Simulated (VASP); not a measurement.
The system is Al.

```
Al
1.0
    -1.60708    1.60708    1.60708
     1.60708   -1.60708    1.60708
     1.60708    1.60708   -1.60708
Al
1
Direct
  0.00000 0.00000 0.00000
```

```yaml
Program: VASP 6.6.1
Task: relaxation of cell and atoms
Functional: RPBE
Potentials_or_basis: VASP PAW PBE potentials, release 64 (Al)
Cutoff: 600 eV
k_mesh: 14 × 14 × 14
Occupations: fermi-dirac, width 0.1 eV
Spin: no spin polarisation
```

At the start: pressure 2.7 GPa; volume 16.60 Å³/atom.

Task: How do energy, volume and symmetry change on relaxing?

Result: Over 3 steps the energy falls by 5.2 meV/atom and the volume is 17.24 Å³/atom (+3.8 %); space group Im-3m (No. 229, to 0.05 Å).

Step by step:
```csv
step,energy change (eV),largest force (eV/Å),pressure (GPa),volume (Å³)
1,0.0000,0.0000,2.72,16.60
2,-0.0052,0.0000,-0.20,17.29
3,-0.0052,0.0000,0.00,17.24
```

Final structure:
```cif
data_structure
_symmetry_space_group_name_H-M 'P 1'
_symmetry_Int_Tables_number 1
_cell_length_a 2.8185
_cell_length_b 2.8185
_cell_length_c 2.8185
_cell_angle_alpha 109.471
_cell_angle_beta 109.471
_cell_angle_gamma 109.471
_cell_volume 17.24
loop_
_atom_site_label
_atom_site_type_symbol
_atom_site_fract_x
_atom_site_fract_y
_atom_site_fract_z
_atom_site_occupancy
Al1 Al 0.00000 0.00000 0.00000 1
```

Caveat: the PAW data sets were made with another functional, which shifts forces and pressure a little.
